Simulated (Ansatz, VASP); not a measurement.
## InAs in VASP and in Ansatz

Contents of INCAR:

```
SYSTEM = InAs
PREC = Accurate
ENCUT = 520
EDIFF = 1E-6
ISMEAR = 0
SIGMA = 0.15
LREAL = .False.
LASPH = .True.
NELM = 60
ALGO = Normal
ISIF = 2
LWAVE = .False.
LCHARG = .False.
GGA = PS
NBANDS = 16
```

KPOINTS

```
regular mesh
0
Gamma
  16 16 16
  0 0 0
```

File POSCAR:

```
InAs
1.0
    0.0000000000      2.7707712291      3.6020025978
    2.7707712291      0.0000000000      3.6020025978
    2.7707712291      2.7707712291      0.0000000000
In As
1 1
Direct
    0.0000000000      0.0000000000      0.0000000000
    0.7500000000      0.7500000000      0.7500000000
```

Input for Ansatz:

```yaml
crystal:
  lattice:
    - [0.0, 2.7707712291, 3.6020025978]
    - [2.7707712291, 0.0, 3.6020025978]
    - [2.7707712291, 2.7707712291, 0.0]
  atoms:
    - { symbol: In, position: [0.0, 0.0, 0.0] }
    - { symbol: As, position: [0.75, 0.75, 0.75] }
basis:
  ecutwfc: 420
kpoints:
  mp_grid: { grid: [16, 16, 16] }
hamiltonian:
  xc: pbesol
scf:
  occupations: { method: gaussian, width: 0.15 }
output:
  forces: true
  stress: true
  eigenvalues: true
```

Alike in both runs: task single point; functional PBEsol; k mesh 16 × 16 × 16; occupations gaussian, width 0.15 eV; no spin polarisation.

|  | VASP | Ansatz |
| --- | --- | --- |
| version | VASP 6.6.1 | Ansatz 0.2.0 |
| potentials or method | VASP PAW PBE potentials, release 64 (In_d, As), cutoff 520 eV | scalar-relativistic, plane waves, PAW |
| valence electrons in the cell | 18 | 28 |

```csv
,VASP,Ansatz,Ansatz less VASP
gap on the k mesh at the Fermi level (eV),none,none,-
pressure (GPa),0.3,0.3,-0.09
"traceless stress, the component that is largest in VASP (GPa)",-8.31,-8.34,-0.024
```

VASP's potentials were made for PBE, not for PBEsol. A gap of «none» marks a metal or a gap that the smearing closes. VASP's potentials hold 18 valence electrons a cell and Ansatz's 28, so a difference there can come from the potentials and not from the codes.
